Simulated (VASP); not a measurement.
Write the native input for VASP 6.6.1 that does the following.

* Task: single point
* Functional: LDA
* Potentials or basis: VASP PAW LDA potentials, release 64 (Mg_sv, S)
* Cutoff: 840 eV
* k mesh: 7 × 7 × 7
* Occupations: gaussian, width 0.01 eV
* Spin: no spin polarisation
* Dipole correction: no
* Further INCAR settings: ALGO = Normal; EDIFF = 1e-06; NBANDS = 15

The structure of MgS lies in POSCAR:

```
MgS
1.0
    0.0000000000      2.7962159698      2.7962159698
    2.7962159698      0.0000000000      2.7962159698
    2.7962159698      2.7962159698      0.0000000000
Mg S
1 1
Direct
    0.0000000000      0.0000000000      0.0000000000
    0.7500000000      0.7500000000      0.7500000000
```

These files were run (other wordings do the same):

INCAR

```
ALGO     = Normal         # electronic algorithm
EDIFF    = 1E-6           # SCF threshold, eV
ENCUT    = 840            # plane-wave cutoff, eV
GGA_COMPAT= F            
ISIF     = 2              # what is computed and relaxed
ISMEAR   = 0              # smearing method
LASPH    = T              # aspherical terms in the spheres
LCHARG   = F              # write CHGCAR
LREAL    = F              # projectors in reciprocal space
LWAVE    = F              # write WAVECAR
NBANDS   = 15             # bands
NELM     = 120            # most SCF steps
PREC     = Accurate       # precision mode
SIGMA    = 0.01           # smearing width, eV
```

KPOINTS

```
k-points
0
Gamma
  7 7 7
```

Potentials or basis: VASP PAW LDA potentials, release 64 (Mg_sv, S).

Launch:

```sh
$ cat potpaw_LDA.64/Mg_sv/POTCAR potpaw_LDA.64/S/POTCAR > POTCAR
$ mpirun -np 1 vasp_std > vasp.out
```

Results of the run:

The pressure is 0.0 GPa and the band gap on the k mesh is 3.38 eV.

Caveat: an odd mesh through Γ misses points on the zone boundary, where band edges can lie.

Run time: 13 s on 1 thread of Intel(R) Xeon(R) 6975P-C (Granite Rapids) (shared host), peak memory 0.19 GiB.
